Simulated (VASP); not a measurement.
Wanted: the native input for a VASP 6.6.1 run.

| Item | Value |
| --- | --- |
| Task | single point |
| Functional | LDA |
| Potentials or basis | VASP PAW LDA potentials, release 64 (H, Br, N) |
| Cutoff | 520 eV |
| k mesh | 4 × 4 × 4 |
| Occupations | gaussian, width 0.01 eV |
| Spin | no spin polarisation |
| Dipole correction | no |
| Further INCAR settings | ALGO = Normal; EDIFF = 1e-07; NBANDS = 17 |

The structure of H4BrN lies in POSCAR:

```
H4BrN
1.0
    3.9275858475      0.0000000000      0.0000000000
    0.0000000000      3.9275858475      0.0000000000
    0.0000000000      0.0000000000      3.9275858475
H Br N
4 1 1
Direct
    0.1480000000      0.1480000000      0.1480000000
    0.1480000000      0.8520000000      0.8520000000
    0.8520000000      0.8520000000      0.1480000000
    0.8520000000      0.1480000000      0.8520000000
    0.5000000000      0.5000000000      0.5000000000
    0.0000000000      0.0000000000      0.0000000000
```

The input as run:

INCAR

```
SYSTEM = H4BrN
PREC = Accurate
ENCUT = 520
EDIFF = 1E-7
ISMEAR = 0
SIGMA = 0.01
LREAL = .False.
LASPH = .True.
NELM = 60
ALGO = Normal
ISIF = 2
LWAVE = .False.
LCHARG = .False.
GGA = CA
NBANDS = 17
```

KPOINTS

```
regular mesh
0
Gamma
  4 4 4
  0 0 0
```

Potentials or basis: VASP PAW LDA potentials, release 64 (H, Br, N).

Command:

```bash
$ cat potpaw_LDA.64/H/POTCAR potpaw_LDA.64/Br/POTCAR potpaw_LDA.64/N/POTCAR > POTCAR
$ mpirun -np 1 vasp_std > vasp.out
```

Results of the run:

```yaml
Pressure: 5.2 GPa
Largest_force: 1.749 eV/Å
Band_gap_on_the_k_mesh: 4.19 eV, indirect (least direct gap 4.29 eV)
```

Caveat: forces of over 1 eV/Å act on the atoms, so gaps and moduli don't describe the material at rest.

Wall time 12 s on 1 thread of Intel Xeon 6975P-C, with other jobs on the host, peak memory 0.15 GiB.
